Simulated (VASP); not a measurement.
# CuC18 in VASP: single point with PBE

Aim: the single point of CuC18 with PBE.

Everything below comes from runs of VASP 6.6.1. Logs are shortened: lines on timing, memory, paths and dates and some standing lists are left out, and cuts for length are marked.

## (1) The cell of the first run

The cell holds a slab with vacuum, 19 atoms: a = 7.398 Å, b = 7.398 Å, c = 12.000 Å, α = 90.00°, β = 90.00°, γ = 120.00°.

## (2) Single point, PBE, collinear spin

File INCAR:

```
ALGO = Normal
EDIFF = 1E-7
ENCUT = 520
GGA = PE
ISIF = 2
ISMEAR = 0
ISPIN = 2
LASPH = T
LCHARG = F
LMAXMIX = 4
LORBIT = 11
LREAL = Auto
LWAVE = F
MAGMOM = 0 0 0 0 0 0 0 0 0 0 0 0 0 0 0 0 0 0 1
NBANDS = 60
NELM = 150
PREC = Accurate
SIGMA = 0.05
```

File KPOINTS:

```
k-points
0
Gamma
  2 2 1
```

File POSCAR:

```
CuC18
1.0
    7.3980000000      0.0000000000      0.0000000000
   -3.6990000000      6.4068560000      0.0000000000
    0.0000000000      0.0000000000     12.0000000000
C Cu
18 1
Direct
   -0.0015529815      0.0007128617      0.0840887432
    0.2221810713      0.1142217564      0.0816814836
   -0.0000530872      0.3382659616      0.0915416474
    0.2225232107      0.4488625600      0.0841580977
   -0.0007720348      0.6689022809      0.0812883708
    0.2208464882      0.7800639275      0.0815500173
    0.3322337371      0.0028461744      0.0810780108
    0.5536729930      0.1142371015      0.0817278259
    0.3327604518      0.3353919078      0.0817001670
    0.5541978221      0.4467769720      0.0810688008
    0.3313027182      0.6689236473      0.0812640830
    0.5551136588      0.7807066281      0.0812285190
    0.6638960620      0.0007191100      0.0841194161
    0.8864606553      0.1112956645      0.0914879557
    0.6642499540      0.3353840969      0.0817533066
    0.8879694988      0.4488657920      0.0841937768
    0.6655791199      0.6695363205      0.0815255921
    0.8872019625      0.7806882538      0.0812177110
    0.9432556999      0.2246419832      0.2583258750
```

Potentials or basis: VASP PAW PBE potentials, release 64 (C, Cu).

Command:

```bash
$ cat potpaw_PBE.64/C/POTCAR potpaw_PBE.64/Cu/POTCAR > POTCAR
$ mpirun -np 1 vasp_std > vasp.out
```

OUTCAR:

```text
EDIFF = 1E-7
   ENCUT = 520
   GGA = PE
   ISIF = 2
   ISMEAR = 0
   ISPIN = 2
   LASPH = T
   LORBIT = 11
   LREAL = Auto
   NELM = 150
   PREC = Accurate

 ion  position               nearest neighbor table
   1  0.998  0.001  0.084-  18 1.41  14 1.43   2 1.43
   2  0.222  0.114  0.082-   9 1.42   7 1.42   1 1.43
   3  1.000  0.338  0.092-  16 1.43   4 1.43  14 1.45  19 2.13
   4  0.223  0.449  0.084-  11 1.41   3 1.43   9 1.43
   5  0.999  0.669  0.081-  16 1.41   6 1.42  18 1.43
   6  0.221  0.780  0.082-  11 1.42   5 1.42   7 1.43
   7  0.332  0.003  0.081-   2 1.42   8 1.42   6 1.43
   8  0.554  0.114  0.082-  15 1.42   7 1.42  13 1.43
   9  0.333  0.335  0.082-   2 1.42  10 1.42   4 1.43
  10  0.554  0.447  0.081-   9 1.42  15 1.42  17 1.43
  11  0.331  0.669  0.081-   4 1.41   6 1.42  12 1.43
  12  0.555  0.781  0.081-  13 1.41  17 1.42  11 1.43
  13  0.664  0.001  0.084-  12 1.41  14 1.43   8 1.43
  14  0.886  0.111  0.091-  13 1.43   1 1.43   3 1.45  19 2.13
  15  0.664  0.335  0.082-   8 1.42  10 1.42  16 1.43
  16  0.888  0.449  0.084-   5 1.41   3 1.43  15 1.43
  17  0.666  0.670  0.082-  18 1.42  12 1.42  10 1.43
  18  0.887  0.781  0.081-   1 1.41  17 1.42   5 1.43
  19  0.943  0.225  0.258-  14 2.13   3 2.13

  LATTYP: Found a hexagonal cell.
 ALAT       =     7.3980000000
 C/A-ratio  =     1.6220600162

  Lattice vectors:

 A1 = (   7.3980000000,   0.0000000000,   0.0000000000)
 A2 = (  -3.6990000000,   6.4068560000,   0.0000000000)
 A3 = (   0.0000000000,   0.0000000000,  12.0000000000)

Analysis of symmetry for initial positions (statically):
=====================================================================
 Subroutine PRICEL returns:
 Original cell was already a primitive cell.

 Routine SETGRP: Setting up the symmetry group for a
 hexagonal supercell.

 Subroutine GETGRP returns: Found  1 space group operations
 (whereof  1 operations were pure point group operations)
 out of a pool of 24 trial point group operations.

The static configuration has the point symmetry C_1 .

Analysis of symmetry for dynamics (positions and initial velocities):
=====================================================================
 Subroutine PRICEL returns:
 Original cell was already a primitive cell.

 Routine SETGRP: Setting up the symmetry group for a
 hexagonal supercell.

 Subroutine GETGRP returns: Found  1 space group operations
 (whereof  1 operations were pure point group operations)
 out of a pool of 24 trial point group operations.

The dynamic configuration has the point symmetry C_1 .

Analysis of structural, dynamic, and magnetic symmetry:
=====================================================================
 Subroutine PRICEL returns:
 Original cell was already a primitive cell.

 Routine SETGRP: Setting up the symmetry group for a
 hexagonal supercell.

 Subroutine GETGRP returns: Found  1 space group operations
 (whereof  1 operations were pure point group operations)
 out of a pool of 24 trial point group operations.

The overall configuration has the point symmetry C_1 .

 Subroutine INISYM returns: Found  1 space group operations
 (whereof  1 operations are pure point group operations),
 and found     1 'primitive' translations

----------------------------------------------------------------------------------------

                                     Primitive cell

  volume of cell :     568.7750

  direct lattice vectors                    reciprocal lattice vectors
     7.398000000  0.000000000  0.000000000     0.135171668  0.078041398  0.000000000
    -3.699000000  6.406856000  0.000000000     0.000000000  0.156082796  0.000000000
     0.000000000  0.000000000 12.000000000     0.000000000  0.000000000  0.083333333

  length of vectors
     7.398000000  7.398000054 12.000000000     0.156082797  0.156082796  0.083333333

  position of ions in fractional coordinates (direct lattice)
     0.998447019  0.000712862  0.084088743
     0.222181071  0.114221756  0.081681484
     0.999946913  0.338265962  0.091541647
     0.222523211  0.448862560  0.084158098
     0.999227965  0.668902281  0.081288371
     0.220846488  0.780063928  0.081550017
[... 11 lines left out ...]
     0.887201963  0.780688254  0.081217711
     0.943255700  0.224641983  0.258325875

  ion indices of the primitive-cell ions
   primitive index   ion index
                 1           1
                 2           2
                 3           3
                 4           4
                 5           5
                 6           6
[... 11 lines left out ...]
                18          18
                19          19

----------------------------------------------------------------------------------------

 KPOINTS: k-points

Automatic generation of k-mesh.
 Grid dimensions read from file:
 generate k-points for:    2    2    1

 Generating k-lattice:

  Cartesian coordinates                     Fractional coordinates (reciprocal lattice)
     0.067585834  0.039020699  0.000000000     0.500000000  0.000000000  0.000000000
     0.000000000  0.078041398  0.000000000     0.000000000  0.500000000  0.000000000
     0.000000000  0.000000000  0.083333333     0.000000000  0.000000000  1.000000000

  Length of vectors
     0.078041399  0.078041398  0.083333333

  Shift w.r.t. Gamma in fractional coordinates (k-lattice)
     0.000000000  0.000000000  0.000000000

 Subroutine IBZKPT returns following result:
 ===========================================

 Found      4 irreducible k-points:

 Following reciprocal coordinates:
            Coordinates               Weight
  0.000000  0.000000  0.000000      1.000000
  0.500000  0.000000  0.000000      1.000000
  0.000000  0.500000  0.000000      1.000000
  0.500000  0.500000  0.000000      1.000000
   k-points           NKPTS =      4   k-points in BZ     NKDIM =      4   number of bands    NBANDS=     60
   number of dos      NEDOS =    301   number of ions     NIONS =     19
   total plane-waves  NPLWV = 282240
   dimension x,y,z NGX =    56 NGY =   56 NGZ =   90
   dimension x,y,z NGXF=   112 NGYF=  112 NGZF=  180
   ions per type =              18   1
   NGX,Y,Z   is equivalent  to a cutoff of  12.58, 12.58, 12.47 a.u.
   NGXF,Y,Z  is equivalent  to a cutoff of  25.17, 25.17, 24.94 a.u.
 SYSTEM =  unknown system
   PREC   = accura    normal or accurate (medium, high low for compatibility)
   ISTART =      0    job   : 0-new  1-cont  2-samecut
   ICHARG =      2    charge: 1-file 2-atom 10-const
   ISPIN  =      2    spin polarized calculation?
   LNONCOLLINEAR =      F non collinear calculations
   LSORBIT =      F    spin-orbit coupling
   LASPH  =      T    aspherical Exc in radial PAW
   ENCUT  =  520.0 eV  38.22 Ry    6.18 a.u.  13.76 13.76 22.31*2*pi/ulx,y,z
   NELM   =    150;   NELMIN=  2; NELMDL= -5     # of ELM steps
   EDIFF  = 0.1E-06   stopping-criterion for ELM
   LREAL  =      T    real-space projection
   EDIFFG = 0.1E-05   stopping-criterion for IOM
   NSW    =      0    number of steps for IOM
   IBRION =     -1    ionic relax: 0-MD 1-quasi-New 2-CG
   NFREE  =      0    steps in history (QN), initial steepest desc. (CG)
   ISIF   =      2    stress and relaxation
   ISYM   =      2    0-nonsym 1-usesym 2-fastsym
   POTIM  = 0.5000    time-step for ionic-motion
   TEBEG  =    0.0;   TEEND  =   0.0 temperature during run
   PSTRESS=    0.0 pullay stress
   NELECT =      83.0000    total number of electrons
   NUPDOWN=      -1.0000    fix difference up-down
   EMIN   =  10.00;   EMAX   =-10.00  energy-range for DOS
   EFERMI =   0.00;   METHOD = LEGACY
   ISMEAR =     0;   SIGMA  =   0.05  broadening in eV -4-tet -1-fermi 0-gaus
   EFERMI_NEDOS =   21; number of points for ismear=-14 and -15
   IALGO  =     38    algorithm
   IMIX   =      4    mixing-type and parameters
     AMIX     =   0.40;   BMIX     =  1.00
     AMIX_MAG =   1.60;   BMIX_MAG =  1.00
  volume/ion in A,a.u.               =      29.94       202.01
  Fermi-wavevector in a.u.,A,eV,Ry     =   0.861894  1.628744 10.107249  0.742862
  Thomas-Fermi vector in A             =   1.979616
   LORBIT       =     11    0 simple, 1 ext, 2 COOP (PROOUT), +10 PAW based schemes
   GGA     = PE    functional components
   LHFCALC =     F    Hartree Fock is set to
   AEXX    =    0.0000 exact exchange contribution
   IVDW    =     0    specifies the selected vdW correction
   LEPSILON=     F    determine dielectric tensor
   LRPA    =     F    only Hartree local field effects (RPA)
 spin polarized calculation
 Gauss-broadening in eV      SIGMA  =   0.05
  energy-cutoff  :      520.00
  volume of cell :      568.78
 maximum number of plane-waves:     15363
 NGX is ok and might be reduce to    56
   NGX = 27   NGY = 27   NGZ = 45

 number of electron      82.9999993 magnetization       0.4600828

 Free energy of the ion-electron system (eV)
  ---------------------------------------------------
  ext. energy  EPLUGINS =         0.00000000
  ---------------------------------------------------
  free energy    TOTEN  =      -166.26010705 eV

  energy without entropy =     -166.24744534  energy(sigma->0) =     -166.25377619

 E-fermi :  -1.3254     XC(G=0):  -4.1018

 val. band max:       -1.3699909851   @ k =   0.0000   0.5000   0.0000
 cond. band min:      -1.3212004329   @ k =   0.5000   0.5000   0.0000
 fundamental gap:      0.0487905522
 Fermi energy:        -1.3254168126

 spin component 1

 k-point     1 :       0.0000    0.0000    0.0000
  band No.  band energies     occupation
      1     -20.9555      1.00000
      2     -18.5319      1.00000
      3     -18.4451      1.00000
      4     -18.3318      1.00000
      5     -18.3146      1.00000
      6     -18.3071      1.00000
[... 45 lines left out ...]
     52       3.5197      0.00000
     53       3.6365      0.00000
[... 166 lines left out ...]
     52       3.3964      0.00000
     53       3.8850      0.00000
 Fermi energy:        -1.3254168126

 spin component 2

 k-point     1 :       0.0000    0.0000    0.0000
  band No.  band energies     occupation
      1     -20.9553      1.00000
      2     -18.5318      1.00000
      3     -18.4403      1.00000
      4     -18.3298      1.00000
      5     -18.3159      1.00000
      6     -18.3070      1.00000
[... 45 lines left out ...]
     52       3.5654      0.00000
     53       3.6879      0.00000
[... 166 lines left out ...]
     52       3.7797      0.00000
     53       4.1182      0.00000
 [bands above 53 left out]

------------------------ aborting loop because EDIFF is reached ----------------------------------------

  FORCE on cell =-STRESS in cart. coord.  units (eV):
  Direction    XX          YY          ZZ          XY          YZ          ZX
  --------------------------------------------------------------------------------------
  -------------------------------------------------------------------------------------
  Total        5.2614388      2.8187886     -0.0664095      0.0073578      0.0126772      0.0013289
  in kB       14.8208997      7.9402204     -0.1870682      0.0207261      0.0357103      0.0037435
  external PRESSURE =       7.5246839 kB  Pullay stress =       0.0000000 kB

 VOLUME and BASIS-vectors are now :
 -----------------------------------------------------------------------------
  energy-cutoff  :      520.00
  volume of cell :      568.78
      direct lattice vectors                 reciprocal lattice vectors
     7.398000000  0.000000000  0.000000000     0.135171668  0.078041398  0.000000000
    -3.699000000  6.406856000  0.000000000     0.000000000  0.156082796  0.000000000
     0.000000000  0.000000000 12.000000000     0.000000000  0.000000000  0.083333333

 POSITION                                       TOTAL-FORCE (eV/Angst)
 -----------------------------------------------------------------------------------
      7.38387      0.00457      1.00906        -0.005010      0.012244     -0.005272
      1.22119      0.73180      0.98018         0.002614     -0.007376      0.001085
      6.14636      2.16722      1.09850         0.003270      0.016249     -0.007307
     -0.01412      2.87580      1.00990        -0.002715     -0.002970     -0.006624
      4.91802      4.28556      0.97546        -0.003029      0.020025      0.002483
     -1.25163      4.99776      0.97860        -0.000633      0.002965      0.005360
[... 11 lines left out ...]
      3.67575      5.00176      0.97461         0.008737     -0.015482      0.008187
      6.14725      1.43925      3.09991         0.000721      0.001293      0.042381
 -----------------------------------------------------------------------------------
    total drift:                               -0.016012     -0.022164      0.031391

  FREE ENERGIE OF THE ION-ELECTRON SYSTEM (eV)
  ---------------------------------------------------
  free  energy   TOTEN  =      -166.2601070511 eV

  energy  without entropy=     -166.2474453382  energy(sigma->0) =     -166.25377619

 total charge

# of ion       s       p       d       tot
------------------------------------------
    1        0.862   1.788   0.000   2.650
    2        0.862   1.789   0.000   2.651
    3        0.856   1.780   0.000   2.637
    4        0.862   1.788   0.000   2.650
    5        0.863   1.793   0.000   2.656
    6        0.861   1.794   0.000   2.655
[... 11 lines left out ...]
   18        0.863   1.793   0.000   2.656
   19        0.379   0.122   9.339   9.840
--------------------------------------------------
tot         15.887  32.344   9.339  57.570

 magnetization (x)

# of ion       s       p       d       tot
------------------------------------------
    1        0.000   0.003   0.000   0.004
    2        0.000  -0.000   0.000  -0.000
    3        0.001  -0.001   0.000   0.000
    4        0.000   0.003   0.000   0.004
    5       -0.000  -0.001   0.000  -0.001
    6       -0.000  -0.003   0.000  -0.003
[... 11 lines left out ...]
   18       -0.000  -0.001   0.000  -0.001
   19        0.135   0.017  -0.007   0.144
--------------------------------------------------
tot          0.138   0.007  -0.007   0.138
```

Wall time 23 min (1 thread of Oxide Virtual Turin-like, shared host); peak memory 0.88 GiB.

Results:

* Free energy: -166.2601 eV
* Largest force: 0.042 eV/Å
* Net moment: 0.46 μB per cell
* Site moments: C +0.00, -0.00, -0.01 (each value once); Cu +0.14 μB
* Valence electrons inside the program's atomic spheres: C 2.65, 2.64, 2.66 (each value once); Cu 9.84

Forces on the atoms (eV/Å):
```
C   -0.005  0.012 -0.005
C    0.003 -0.007  0.001
C    0.003  0.016 -0.007
C   -0.003 -0.003 -0.007
C   -0.003  0.020  0.002
C   -0.001  0.003  0.005
C    0.001 -0.006 -0.010
C   -0.004 -0.018  0.002
C    0.008  0.012 -0.002
C   -0.001 -0.009 -0.002
C    0.004  0.011  0.007
C   -0.008 -0.021  0.003
C   -0.007  0.008 -0.007
C    0.007 -0.015 -0.019
C   -0.006  0.017 -0.006
C    0.003 -0.007 -0.005
C   -0.002  0.001  0.000
C    0.009 -0.015  0.008
Cu   0.001  0.001  0.042
```

Caveat: the k points lie up to 0.49 Å⁻¹ apart.
